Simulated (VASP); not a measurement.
# Mg3NO3 in VASP: single point with PBE

Aim: the single point of Mg3NO3 with PBE.

Everything below comes from runs of VASP 6.6.1. Logs are shortened: lines on timing, memory, paths and dates and some standing lists are left out, and cuts for length are marked.

**1. The cell of the first run**

The cell holds a slab with vacuum, 7 atoms: a = 3.009 Å, b = 3.009 Å, c = 19.780 Å, α = 90.00°, β = 90.00°, γ = 90.00°.

**2. Single point, PBE, collinear spin, ferromagnetic start**

INCAR

```
SYSTEM = Mg3NO3
PREC = Accurate ; ENCUT = 520
EDIFF = 1E-7 ; ISMEAR = 0
SIGMA = 0.05 ; LREAL = .FALSE.
LASPH = .TRUE. ; NELM = 150
ALGO = Normal ; ISIF = 2
LWAVE = .FALSE. ; LCHARG = .TRUE.
ISPIN = 2 ; MAGMOM = 0 0 0 0 0 0 3
LORBIT = 11 ; LDIPOL = .TRUE.
IDIPOL = 3 ; DIPOL = 0.5 0.5 0.343
GGA = PE ; LELF = .TRUE.
LVHAR = .TRUE. ; LVACPOTAV = .TRUE.
NBANDS = 28
```

KPOINTS

```
regular mesh
0
G
  9 9 1
  0 0 0
```

POSCAR

```
Mg3NO3
1.0
    3.0085896333      0.0000000000      0.0000000000
    0.0000000000      3.0085896333      0.0000000000
    0.0000000000      0.0000000000     19.7799623295
Mg O N
3 3 1
Direct
    0.5000000000      0.5000000000      0.2022248543
    0.0000000000      0.0000000000      0.3100331114
    0.5000000000      0.5000000000      0.4161289115
    0.0000000000      0.0000000000      0.2022248543
    0.5000000000      0.5000000000      0.3095409233
    0.0000000000      0.0000000000      0.4186035439
    0.1250000000      0.3750000000      0.5425318087
```

Potentials or basis: VASP PAW PBE potentials, release 64 (Mg, O, N).

Command:

```console
> cat potpaw_PBE.64/Mg/POTCAR potpaw_PBE.64/O/POTCAR potpaw_PBE.64/N/POTCAR > POTCAR
> mpirun -np 1 vasp_std > vasp.out
```

OUTCAR:

```text
SYSTEM = Mg3NO3
   PREC = Accurate
   ENCUT = 520
   EDIFF = 1E-7
   ISMEAR = 0
   LREAL = .FALSE.
   LASPH = .TRUE.
   NELM = 150
   ISIF = 2
   ISPIN = 2
   LORBIT = 11
   GGA = PE

 ion  position               nearest neighbor table
   1  0.500  0.500  0.202-   5 2.12   4 2.13   4 2.13   4 2.13   4 2.13   2 3.01   2 3.01   2 3.01
                             2 3.01
   2  0.000  0.000  0.310-   5 2.13   5 2.13   5 2.13   5 2.13   4 2.13   6 2.15   3 2.99   3 2.99
                             3 2.99   3 2.99   1 3.01   1 3.01   1 3.01   1 3.01
   3  0.500  0.500  0.416-   5 2.11   6 2.13   6 2.13   6 2.13   6 2.13   2 2.99   2 2.99   2 2.99
                             2 2.99
   4  0.000  0.000  0.202-   1 2.13   1 2.13   1 2.13   1 2.13   2 2.13
   5  0.500  0.500  0.310-   3 2.11   1 2.12   2 2.13   2 2.13   2 2.13   2 2.13
   6  0.000  0.000  0.419-   3 2.13   3 2.13   3 2.13   3 2.13   2 2.15
   7  0.125  0.375  0.543-

  LATTYP: Found a simple tetragonal cell.
 ALAT       =     3.0085896333
 C/A-ratio  =     6.5744966048

  Lattice vectors:

 A1 = (   3.0085896333,   0.0000000000,   0.0000000000)
 A2 = (   0.0000000000,   3.0085896333,   0.0000000000)
 A3 = (   0.0000000000,   0.0000000000,  19.7799623295)

Analysis of symmetry for initial positions (statically):
=====================================================================
 Subroutine PRICEL returns:
 Original cell was already a primitive cell.

 Routine SETGRP: Setting up the symmetry group for a
 simple tetragonal supercell.

 Subroutine GETGRP returns: Found  1 space group operations
 (whereof  1 operations were pure point group operations)
 out of a pool of 16 trial point group operations.

The static configuration has the point symmetry C_1 .

Analysis of symmetry for dynamics (positions and initial velocities):
=====================================================================
 Subroutine PRICEL returns:
 Original cell was already a primitive cell.

 Routine SETGRP: Setting up the symmetry group for a
 simple tetragonal supercell.

 Subroutine GETGRP returns: Found  1 space group operations
 (whereof  1 operations were pure point group operations)
 out of a pool of 16 trial point group operations.

The dynamic configuration has the point symmetry C_1 .

Analysis of structural, dynamic, and magnetic symmetry:
=====================================================================
 Subroutine PRICEL returns:
 Original cell was already a primitive cell.

 Routine SETGRP: Setting up the symmetry group for a
 simple tetragonal supercell.

 Subroutine GETGRP returns: Found  1 space group operations
 (whereof  1 operations were pure point group operations)
 out of a pool of 16 trial point group operations.

The overall configuration has the point symmetry C_1 .

 Subroutine INISYM returns: Found  1 space group operations
 (whereof  1 operations are pure point group operations),
 and found     1 'primitive' translations

----------------------------------------------------------------------------------------

                                     Primitive cell

  volume of cell :     179.0405

  direct lattice vectors                    reciprocal lattice vectors
     3.008589633  0.000000000  0.000000000     0.332381654  0.000000000  0.000000000
     0.000000000  3.008589633  0.000000000     0.000000000  0.332381654  0.000000000
     0.000000000  0.000000000 19.779962330     0.000000000  0.000000000  0.050556214

  length of vectors
     3.008589633  3.008589633 19.779962330     0.332381654  0.332381654  0.050556214

  position of ions in fractional coordinates (direct lattice)
     0.500000000  0.500000000  0.202224854
     0.000000000  0.000000000  0.310033111
     0.500000000  0.500000000  0.416128912
     0.000000000  0.000000000  0.202224854
     0.500000000  0.500000000  0.309540923
     0.000000000  0.000000000  0.418603544
[... 65 lines left out ...]
   k-points           NKPTS =     41   k-points in BZ     NKDIM =     41   number of bands    NBANDS=     28
   number of dos      NEDOS =    301   number of ions     NIONS =      7
   total plane-waves  NPLWV =  86400
   dimension x,y,z NGX =    24 NGY =   24 NGZ =  150
   dimension x,y,z NGXF=    48 NGYF=   48 NGZF=  300
   ions per type =               3   3   1
   NGX,Y,Z   is equivalent  to a cutoff of  13.26, 13.26, 12.61 a.u.
   NGXF,Y,Z  is equivalent  to a cutoff of  26.52, 26.52, 25.21 a.u.
 SYSTEM =  Mg3NO3
   PREC   = accura    normal or accurate (medium, high low for compatibility)
   ISTART =      0    job   : 0-new  1-cont  2-samecut
   ICHARG =      2    charge: 1-file 2-atom 10-const
   ISPIN  =      2    spin polarized calculation?
   LNONCOLLINEAR =      F non collinear calculations
   LSORBIT =      F    spin-orbit coupling
   LASPH  =      T    aspherical Exc in radial PAW
   ENCUT  =  520.0 eV  38.22 Ry    6.18 a.u.   5.59  5.59 36.78*2*pi/ulx,y,z
   NELM   =    150;   NELMIN=  2; NELMDL= -5     # of ELM steps
   EDIFF  = 0.1E-06   stopping-criterion for ELM
   LREAL  =      F    real-space projection
   EDIFFG = 0.1E-05   stopping-criterion for IOM
   NSW    =      0    number of steps for IOM
   IBRION =     -1    ionic relax: 0-MD 1-quasi-New 2-CG
   NFREE  =      0    steps in history (QN), initial steepest desc. (CG)
   ISIF   =      2    stress and relaxation
   ISYM   =      2    0-nonsym 1-usesym 2-fastsym
   POTIM  = 0.5000    time-step for ionic-motion
   TEBEG  =    0.0;   TEEND  =   0.0 temperature during run
   PSTRESS=    0.0 pullay stress
   NELECT =      29.0000    total number of electrons
   NUPDOWN=      -1.0000    fix difference up-down
   EMIN   =  10.00;   EMAX   =-10.00  energy-range for DOS
   EFERMI =   0.00;   METHOD = LEGACY
   ISMEAR =     0;   SIGMA  =   0.05  broadening in eV -4-tet -1-fermi 0-gaus
   EFERMI_NEDOS =   21; number of points for ismear=-14 and -15
   IALGO  =     38    algorithm
   IMIX   =      4    mixing-type and parameters
     AMIX     =   0.40;   BMIX     =  1.00
     AMIX_MAG =   1.60;   BMIX_MAG =  1.00
  volume/ion in A,a.u.               =      25.58       172.60
  Fermi-wavevector in a.u.,A,eV,Ry     =   0.892395  1.686382 10.835251  0.796369
  Thomas-Fermi vector in A             =   2.014338
   LORBIT       =     11    0 simple, 1 ext, 2 COOP (PROOUT), +10 PAW based schemes
   GGA     = PE    functional components
   LHFCALC =     F    Hartree Fock is set to
   AEXX    =    0.0000 exact exchange contribution
   IVDW    =     0    specifies the selected vdW correction
   LEPSILON=     F    determine dielectric tensor
   LRPA    =     F    only Hartree local field effects (RPA)
 spin polarized calculation
 Gauss-broadening in eV      SIGMA  =   0.05
  energy-cutoff  :      520.00
  volume of cell :      179.04
 maximum number of plane-waves:      4849
   NGX = 11   NGY = 11   NGZ = 73

 dipolmoment           0.000000      0.000000     -0.000821 electrons x Angstroem

 number of electron      29.0000004 magnetization       3.0000003

 dipolmoment           0.000000      0.000000      0.101192 electrons x Angstroem

 Free energy of the ion-electron system (eV)
  ---------------------------------------------------
  ext. energy  EPLUGINS =         0.00000000
  ---------------------------------------------------
  free energy    TOTEN  =       -37.82077514 eV

  energy without entropy =      -37.82077514  energy(sigma->0) =      -37.82077514

 E-fermi :  -2.2565     XC(G=0):  -5.0481

 val. band max:       -2.5071124816   @ k =   0.0000   0.0000   0.0000
 cond. band min:      -1.5907247173   @ k =   0.4444   0.0000   0.0000
 fundamental gap:      0.9163877643
 Fermi energy:        -2.2564578896

 spin component 1

 k-point     1 :       0.0000    0.0000    0.0000
  band No.  band energies     occupation
      1     -19.3241      1.00000
      2     -18.5758      1.00000
      3     -18.1951      1.00000
      4     -16.0943      1.00000
      5      -5.9145      1.00000
      6      -5.0661      1.00000
[... 685 lines left out ...]
     25       8.7678      0.00000
     26       9.0612      0.00000

 [... further k-points ...]

 spin component 2

 k-point     1 :       0.0000    0.0000    0.0000
  band No.  band energies     occupation
      1     -19.2960      1.00000
      2     -18.5081      1.00000
      3     -18.0806      1.00000
      4     -11.9260      1.00000
      5      -5.8182      1.00000
      6      -4.3856      1.00000
[... 685 lines left out ...]
     25       8.8125      0.00000
     26       9.0785      0.00000

 [... further k-points ...]

 [bands above 26 left out]

------------------------ aborting loop because EDIFF is reached ----------------------------------------

  FORCE on cell =-STRESS in cart. coord.  units (eV):
  Direction    XX          YY          ZZ          XY          YZ          ZX
  --------------------------------------------------------------------------------------
  -------------------------------------------------------------------------------------
  Total       -3.3271475     -3.2052242     -0.1394141      0.0144539      0.1112336      0.1306375
  in kB      -29.7735942    -28.6825411     -1.2475728      0.1293431      0.9953947      1.1690335
  external PRESSURE =     -19.9012360 kB  Pullay stress =       0.0000000 kB

 VOLUME and BASIS-vectors are now :
 -----------------------------------------------------------------------------
  energy-cutoff  :      520.00
  volume of cell :      179.04
      direct lattice vectors                 reciprocal lattice vectors
     3.008589633  0.000000000  0.000000000     0.332381654  0.000000000  0.000000000
     0.000000000  3.008589633  0.000000000     0.000000000  0.332381654  0.000000000
     0.000000000  0.000000000 19.779962330     0.000000000  0.000000000  0.050556214

 POSITION                                       TOTAL-FORCE (eV/Angst)
 -----------------------------------------------------------------------------------
      1.50429      1.50429      4.00000         0.000032      0.000174      0.452217
      0.00000      0.00000      6.13244         0.001994      0.002613     -0.026528
      1.50429      1.50429      8.23101        -0.012273     -0.004469      0.456881
      0.00000      0.00000      4.00000        -0.000014      0.000143     -0.429257
      1.50429      1.50429      6.12271         0.001470      0.002624      0.002879
      0.00000      0.00000      8.27996        -0.047393     -0.051450     -0.460777
      0.37607      1.12822     10.73126         0.056185      0.050365      0.004586
 -----------------------------------------------------------------------------------
    total drift:                                0.000338      0.000071     -0.001965

  FREE ENERGIE OF THE ION-ELECTRON SYSTEM (eV)
  ---------------------------------------------------
  free  energy   TOTEN  =       -37.8207751433 eV

  energy  without entropy=      -37.8207751433  energy(sigma->0) =      -37.82077514

 vacuum level on the upper side and lower side of the slab         4.293         2.269

 total charge

# of ion       s       p       d       tot
------------------------------------------
    1        0.141   0.150   0.062   0.352
    2        0.147   0.171   0.073   0.391
    3        0.139   0.151   0.063   0.352
    4        1.543   3.492   0.000   5.034
    5        1.543   3.542   0.000   5.085
    6        1.547   3.479   0.000   5.026
    7        1.360   1.937   0.000   3.297
--------------------------------------------------
tot          6.419  12.921   0.197  19.538

 magnetization (x)

# of ion       s       p       d       tot
------------------------------------------
    1        0.000   0.000   0.000   0.000
    2        0.001   0.001   0.001   0.002
    3       -0.002  -0.000   0.001  -0.001
    4        0.000   0.001   0.000   0.001
    5        0.000   0.008   0.000   0.008
    6        0.005   0.107   0.000   0.111
    7        0.044   1.851   0.000   1.894
--------------------------------------------------
tot          0.048   1.967   0.001   2.016
```

Run time: 8.9 min. Hardware: 1 thread of Intel Xeon Platinum 8259CL at 2.50GHz (Skylake/Cascade Lake), shared host; peak memory 0.52 GiB.

Results:

```
Free energy                                           : -37.8208 eV
Largest force                                         : 0.466 eV/Å
Band gap on the k mesh                                : 0.92 eV (least direct gap 1.03 eV)
Net moment                                            : 3.00 μB per cell
Site moments                                          : Mg +0.00, -0.00 (each value once); O +0.00, +0.01, +0.11; N +1.89 μB
Valence electrons inside the program's atomic spheres : Mg 0.35, 0.39 (each value once); O 5.03, 5.08 (each value once); N 3.30
```

Forces on the atoms (eV/Å):
```
Mg   0.000  0.000  0.452
Mg   0.002  0.003 -0.027
Mg  -0.012 -0.004  0.457
O    0.000  0.000 -0.429
O    0.001  0.003  0.003
O   -0.047 -0.051 -0.461
N    0.056  0.050  0.005
```

Levels at points of the mesh, in eV from the valence-band top:
Spin up:
| k point | band 12 | band 13 | band 14 | band 15 | band 16 | band 17 | band 18 | band 19 | band 20 | band 21 |
| --- | --- | --- | --- | --- | --- | --- | --- | --- | --- | --- |
| (0.00, 0.00, 0.00) | -0.44 | -0.43 | -0.27 | -0.06 | -0.04 | 3.28 | 5.04 | 5.55 | 6.55 | 6.88 |
Spin down:
```
           k point  band 11  band 12  band 13  band 14  band 15  band 16
(0.00, 0.00, 0.00)    -0.41    -0.01     0.00     1.81     3.31     3.71
```
